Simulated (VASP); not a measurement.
Set up this calculation in VASP 6.6.1, as the native input.

* Task: single point
* Functional: LDA
* Potentials or basis: VASP PAW LDA potentials, release 64 (Cu)
* Cutoff: 520 eV
* k mesh: 24 × 24 × 24
* Occupations: gaussian, width 0.15 eV
* Spin: no spin polarisation
* Dipole correction: no
* Further INCAR settings: ALGO = Fast; EDIFF = 1e-07; NBANDS = 12

The structure of Cu lies in POSCAR:

```
Cu
1.0
   -1.5149329860      1.5149329860      1.3760814500
    1.5149329860     -1.5149329860      1.3760814500
    1.5149329860      1.5149329860     -1.3760814500
Cu
1
Direct
    0.0000000000      0.0000000000      0.0000000000
```

This cell differs from its parent crystal: strain +0.0500 x Voigt [1, 1, 0, 0, 0, 0].

These files were run (other wordings do the same):

INCAR

```
PREC = Accurate ; ENCUT = 520
EDIFF = 1E-7 ; ISMEAR = 0
SIGMA = 0.15 ; LREAL = False
LASPH = True ; NELM = 60
ALGO = Fast ; ISIF = 2
LWAVE = False ; LCHARG = True
LELF = True ; LVHAR = True
NBANDS = 12
```

KPOINTS

```
Automatic mesh
0
Gamma
  24 24 24
```

Potentials or basis: VASP PAW LDA potentials, release 64 (Cu).

Command:

```bash
$ cat potpaw_LDA.64/Cu/POTCAR > POTCAR
$ mpirun -np 1 vasp_std > vasp.out
```

It gave:

```
Pressure               : -17.8 GPa
Band gap on the k mesh : zero (an odd number of electrons rules out a gap without spin polarisation)
```

Caveat: the cell differs from its parent crystal (strain +0.0500 x Voigt [1, 1, 0, 0, 0, 0]); the cell stands under tension.

Wall time 75 s on 1 thread of Intel(R) Xeon(R) 6975P-C (Granite Rapids), with other jobs on the host, peak memory 0.25 GiB.
